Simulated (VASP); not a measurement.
A run of VASP 6.6.1:

The input INCAR:

```
  ALGO = Fast
  EDIFF = 1E-6
  ENCUT = 520
  GGA = PS
  ISIF = 2
  ISMEAR = 0
  LASPH = T
  LCHARG = F
  LREAL = F
  LWAVE = F
  NBANDS = 48
  NELM = 100
  PREC = Accurate
  SIGMA = 0.1
```

Contents of KPOINTS:

```
k-points
0
Gamma
  8 8 8
```

POSCAR

```
Ta3Sb
1.0
    5.1322316802      0.0000000000      0.0000000000
    0.0000000000      5.1322316802      0.0000000000
    0.0000000000      0.0000000000      5.1322316802
Ta Sb
6 2
Direct
    0.2500000000      0.0000000000      0.5000000000
    0.5000000000      0.7500000000      0.0000000000
    0.7500000000      0.0000000000      0.5000000000
    0.5000000000      0.2500000000      0.0000000000
    0.0000000000      0.5000000000      0.7500000000
    0.0000000000      0.5000000000      0.2500000000
    0.0000000000      0.0000000000      0.0000000000
    0.5000000000      0.5000000000      0.5000000000
```

Potentials or basis: VASP PAW PBE potentials, release 64 (Ta_pv, Sb).

Run with:

```bash
$ cat potpaw_PBE.64/Ta_pv/POTCAR potpaw_PBE.64/Sb/POTCAR > POTCAR
$ mpirun -np 1 vasp_std > vasp.out
```

Hardware: 1 thread of AMD EPYC 9R45 96-Core Processor (Zen 5), on a shared host.

Q: How long does it take, and how much memory?

A: It took 2.3 min on 1 thread of AMD EPYC 9R45 96-Core Processor (Zen 5) (shared host), peak memory 0.32 GiB. Counts: scf iterations 15, k points 35.
